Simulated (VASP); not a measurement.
Set up this calculation in VASP 6.6.1, as the native input.

| Item | Value |
| --- | --- |
| Task | single point |
| Functional | r2SCAN |
| Potentials or basis | VASP PAW PBE potentials, release 64 (B, N) |
| Cutoff | 520 eV |
| k mesh | 12 × 12 × 6 |
| Occupations | gaussian, width 0.05 eV |
| Spin | no spin polarisation |
| Dipole correction | no |
| Further INCAR settings | ALGO = Normal; EDIFF = 1e-07; NBANDS = 16 |

Crystal: BN.

```xyz
4
Lattice="2.6338 0.0884 -0.0110 -1.2403 2.2296 0.0504 -0.0182 0.0859 4.1745" Properties=species:S:1:pos:R:3 pbc="T T T"
B     1.2381    0.9318    4.2460
B     0.1657    1.6016    2.1809
N     1.2724    0.7789    2.7429
N     0.0699    1.5169    0.3018
```

This cell differs from its parent crystal: atoms moved at random and the cell strained at random.

The input as run:

POSCAR

```
BN
1.0
    2.6338061440      0.0884054033     -0.0109705037
   -1.2403417469      2.2295867898      0.0504190868
   -0.0181565485      0.0858716053      4.1745067521
B N
2 2
Direct
    0.6434647455      0.3533255122      1.0145451120
    0.3881737200      0.6831122600      0.5151935783
    0.6285124679      0.2991957553      0.6550953190
    0.3398490667      0.6643664725      0.0651659908
```

INCAR.step1

```
SYSTEM = BN
ALGO = Normal
EDIFF = 1E-4
ENCUT = 520
GGA = PE
ISMEAR = 0
LASPH = .TRUE.
LCHARG = .FALSE.
LREAL = .FALSE.
LWAVE = .TRUE.
NBANDS = 16
NELM = 100
PREC = Accurate
SIGMA = 0.05
```

INCAR.step2

```
SYSTEM = BN
ALGO = Normal
EDIFF = 1E-7
ENCUT = 520
ISIF = 2
ISMEAR = 0
ISTART = 1
LASPH = .TRUE.
LCHARG = .FALSE.
LMIXTAU = .TRUE.
LREAL = .FALSE.
LWAVE = .FALSE.
METAGGA = R2SCAN
NBANDS = 16
NELM = 100
PREC = Accurate
SIGMA = 0.05
```

KPOINTS

```
k-points
0
G
  12 12 6
  0 0 0
```

Potentials or basis: VASP PAW PBE potentials, release 64 (B, N).

The run is started by

```console
$ cat potpaw_PBE.64/B/POTCAR potpaw_PBE.64/N/POTCAR > POTCAR
$ cp INCAR.step1 INCAR
$ mpirun -np 1 vasp_std > vasp.out
$ cp INCAR.step2 INCAR
$ mpirun -np 1 vasp_std > vasp.out
```

It gave:

| Item | Value |
| --- | --- |
| Pressure | 9.2 GPa |
| Largest force | 10.976 eV/Å |
| Band gap on the k mesh | 3.88 eV (least direct gap 4.91 eV) |

Caveat: the cell differs from its parent crystal (atoms moved at random and the cell strained at random); the stress differs along the axes, from -8 to 35 GPa; the PAW data sets were made with another functional, which shifts forces and pressure a little.

It took 3.9 min on 1 thread of Intel(R) Xeon(R) 6975P-C (Granite Rapids), on a shared host, peak memory 0.24 GiB.
